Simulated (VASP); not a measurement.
Wanted: the native input for a VASP 6.6.1 run.

```yaml
Task: single point
Functional: r2SCAN
Potentials_or_basis: VASP PAW PBE potentials, release 64 (B_h, N_h)
Cutoff: 910 eV
k_mesh: 12 × 12 × 6
Occupations: gaussian, width 0.05 eV
Spin: no spin polarisation
Dipole_correction: no
Further_INCAR_settings: ALGO = Normal; EDIFF = 1e-06; NBANDS = 16
```

The system is BN.

```
CELL_PARAMETERS angstrom
2.59225 0.00000 0.00000
-1.29612 2.24495 0.00000
0.00000 0.00000 4.22685
ATOMIC_POSITIONS crystal
B 0.66667 0.33333 0.99972
B 0.33333 0.66667 0.49972
N 0.66667 0.33333 0.62528
N 0.33333 0.66667 0.12528
```

This cell differs from its parent crystal: strain +0.0150 x Voigt [1, 1, 0, 0, 0, 0].

One way to write it, as run:

POSCAR

```
BN
1.0
    2.5922486957      0.0000000000      0.0000000000
   -1.2961243479      2.2449532234      0.0000000000
    0.0000000000      0.0000000000      4.2268550000
B N
2 2
Direct
    0.6666666667      0.3333333333      0.9997240000
    0.3333333333      0.6666666667      0.4997240000
    0.6666666667      0.3333333333      0.6252760000
    0.3333333333      0.6666666667      0.1252760000
```

INCAR.step1

```
PREC     = Accurate       # precision mode
ENCUT    = 910            # plane-wave cutoff, eV
ISMEAR   = 0              # smearing method
SIGMA    = 0.05           # smearing width, eV
LREAL    = F              # projectors in reciprocal space
LASPH    = T              # aspherical terms in the spheres
NELM     = 120            # most SCF steps
NBANDS   = 16             # bands
GGA      = PE             # functional
ALGO     = Normal         # electronic algorithm
EDIFF    = 1E-5           # SCF threshold, eV
LWAVE    = T              # write WAVECAR
LCHARG   = F              # write CHGCAR
GGA_COMPAT= F
```

INCAR.step2

```
PREC     = Accurate       # precision mode
ENCUT    = 910            # plane-wave cutoff, eV
EDIFF    = 1E-6           # SCF threshold, eV
ISMEAR   = 0              # smearing method
SIGMA    = 0.05           # smearing width, eV
LREAL    = F              # projectors in reciprocal space
LASPH    = T              # aspherical terms in the spheres
NELM     = 120            # most SCF steps
ALGO     = Normal         # electronic algorithm
ISIF     = 2              # what is computed and relaxed
LWAVE    = F              # write WAVECAR
LCHARG   = F              # write CHGCAR
METAGGA  = R2SCAN         # meta-GGA
LMIXTAU  = T            
NBANDS   = 16             # bands
ISTART   = 1            
GGA_COMPAT= F
```

KPOINTS

```
Automatic mesh
0
Gamma
  12 12 6
```

Potentials or basis: VASP PAW PBE potentials, release 64 (B_h, N_h).

Run with:

```console
$ cat potpaw_PBE.64/B_h/POTCAR potpaw_PBE.64/N_h/POTCAR > POTCAR
$ cp INCAR.step1 INCAR
$ mpirun -np 1 vasp_std > vasp.out
$ cp INCAR.step2 INCAR
$ mpirun -np 1 vasp_std > vasp.out
```

Results of the run:

```yaml
Pressure: -15.7 GPa
Largest_force: 0.023 eV/Å
Band_gap_on_the_k_mesh: 5.82 eV (least direct gap 8.66 eV)
```

Caveat: the cell differs from its parent crystal (strain +0.0150 x Voigt [1, 1, 0, 0, 0, 0]); the cutoff is under 1.25 times the usual one of these potentials, so pressure, stress and relaxed cells hold a basis-set (Pulay) error; the cell stands under tension; the PAW data sets were made with another functional, which shifts forces and pressure a little.

It took 3.5 min on 1 thread of Intel(R) Xeon(R) Platinum 8375C CPU @ 2.90GHz (Ice Lake) (shared host), peak memory 0.21 GiB.
